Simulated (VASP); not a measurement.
# HgTe: single point with PBE

The system is HgTe.

```
Hg Te
1.0
     4.81951    0.00000    0.00000
    -2.40976    4.17382    0.00000
     0.00000    0.00000    7.19621
Hg Te
2 2
Direct
  0.33333 0.66667 0.25000
  0.66667 0.33333 0.75000
  0.66667 0.33333 0.25000
  0.33333 0.66667 0.75000
```

```yaml
Program: VASP 6.6.1
Task: single point
Functional: PBE
Potentials_or_basis: VASP PAW PBE potentials, release 64 (Hg, Te)
Cutoff: 520 eV
k_mesh: 6 × 6 × 4
Occupations: fermi-dirac, width 0.02 eV
Spin: no spin polarisation
```

```yaml
Pressure: 1.3 GPa
Band_gap_on_the_k_mesh: zero (band 18 reaches 2.17 eV, above the bottom of band 19 at 2.04 eV)
```

Stress tensor (GPa, compression positive):
```
1.72 0.00 0.00
0.00 1.72 0.00
0.00 0.00 0.57
```

Levels at points of the mesh, in eV from the Fermi level:
| k point | band 15 | band 16 | band 17 | band 18 | band 19 | band 20 | band 21 | band 22 |
| --- | --- | --- | --- | --- | --- | --- | --- | --- |
| (0.00, 0.00, 0.00) | -0.70 | -0.66 | -0.66 | -0.03 | -0.03 | 0.07 | 4.39 | 4.39 |
| (0.50, 0.00, 0.00) | -2.06 | -1.72 | -1.30 | -0.64 | 1.12 | 2.17 | 4.41 | 6.04 |
| (0.00, 0.00, 0.50) | -0.35 | -0.35 | -0.35 | -0.35 | -0.07 | -0.07 | 4.70 | 4.70 |
| (0.50, 0.00, 0.50) | -1.69 | -1.69 | -0.33 | -0.33 | 1.79 | 1.79 | 3.34 | 3.34 |

Run time: 47 s on 1 thread of Intel(R) Xeon(R) 6975P-C (Granite Rapids), with other jobs on the host, peak memory 0.28 GiB.

Caveat: spin-orbit coupling is left out, which moves the levels of the heavy elements.
